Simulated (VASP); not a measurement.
Input of a VASP 6.6.1 run:

INCAR

```
SYSTEM = NbGa2N2
ALGO = Normal ; EDIFF = 1E-6
ENCUT = 600 ; GGA = PE
GGA_COMPAT = .FALSE. ; ISIF = 2
ISMEAR = 0 ; ISPIN = 2
LASPH = .TRUE. ; LCHARG = .FALSE.
LMAXMIX = 4 ; LORBIT = 11
LREAL = .FALSE. ; LWAVE = .FALSE.
MAGMOM = 0 0 0 0 0 ; NBANDS = 36
NELM = 200 ; PREC = Accurate
SIGMA = 0.1
```

The input KPOINTS:

```
k-points
0
G
  4 4 4
  0 0 0
```

File POSCAR:

```
NbGa2N2
1.0
    4.1777606600      0.0000000000      0.0000000000
    0.0000000000      4.1777606600      0.0000000000
    0.0000000000      0.0000000000      4.1354412300
Nb Ga N
1 2 2
Direct
    0.5000000000      0.5000000000      0.0000000000
    0.5000000000      0.5000000000      0.5000000000
    0.0000000000      0.0000000000      0.0000000000
    0.0000000000      0.5000000000      0.0000000000
    0.5000000000      0.0000000000      0.0000000000
```

Potentials or basis: VASP PAW PBE potentials, release 64 (Nb_sv, Ga_d, N).

Launch:

```sh
$ cat potpaw_PBE.64/Nb_sv/POTCAR potpaw_PBE.64/Ga_d/POTCAR potpaw_PBE.64/N/POTCAR > POTCAR
$ mpirun -np 1 vasp_std > vasp.out
```

Problem. Predict the net moment.

Solution. 0.00 μB per cell.

Problem. What does it give for the pressure?

Solution. 35.6 GPa.

Stress tensor (GPa, compression positive):
```
 6.43  0.00  0.00
 0.00  6.43  0.00
 0.00  0.00 94.02
```

Caveat: the k points lie up to 0.38 Å⁻¹ apart; no moment was typed at the start, so none could form.
